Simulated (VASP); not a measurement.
Crystal: SiC.

```
Si C
1.0
     3.07569    0.00000    0.00000
    -1.53785    2.66363    0.00000
     0.00000    0.00000   10.07065
Si C
4 4
Direct
  0.66667 0.33333 0.93784
  0.33333 0.66667 0.43784
  0.00000 0.00000 0.68789
  0.00000 0.00000 0.18789
  0.66667 0.33333 0.74980
  0.33333 0.66667 0.24980
  0.00000 0.00000 0.50046
  0.00000 0.00000 0.00046
```

| Property | Result |
| --- | --- |
| Program | VASP 6.6.1 |
| Task | relaxation of cell and atoms |
| Functional | PBE |
| Potentials or basis | VASP PAW PBE potentials, release 64 (Si, C) |
| Cutoff | 600 eV |
| k mesh | 12 × 12 × 4 |
| Occupations | gaussian, width 0.02 eV |
| Spin | no spin polarisation |

At the start: pressure 3.7 GPa; volume 10.31 Å³/atom.

**Question.** How do energy, volume and symmetry change on relaxing?

**Answer.** Over 7 steps the energy falls by 2.0 meV/atom and the volume is 10.49 Å³/atom (+1.7 %); space group P6_3mc (No. 186, to 0.1 Å) before and after.

Step by step:
```tsv
step	energy change (eV)	largest force (eV/Å)	pressure (GPa)	volume (Å³)
1	0.0000	0.0055	3.72	82.50
2	0.0009	0.0173	-3.60	85.40
3	-0.0161	0.0065	0.00	83.91
4	-0.0161	0.0063	0.07	83.88
5	-0.0161	0.0043	0.07	83.89
6	-0.0161	0.0009	0.07	83.89
7	-0.0161	0.0003	0.04	83.90
```

Final structure:
```xyz
8
Lattice="3.0931 0.0000 0.0000 -1.5465 2.6787 0.0000 0.0000 0.0000 10.1261" Properties=species:S:1:pos:R:3 pbc="T T T"
Si    1.5465    0.8929    9.4967
Si    0.0000    1.7858    4.4337
Si   -1.5465    2.6787    6.9657
Si    3.0931    0.0000    1.9027
C     1.5465    0.8929    7.5926
C     0.0000    1.7858    2.5296
C     0.0000    0.0000    5.0676
C     0.0000    0.0000    0.0045
```
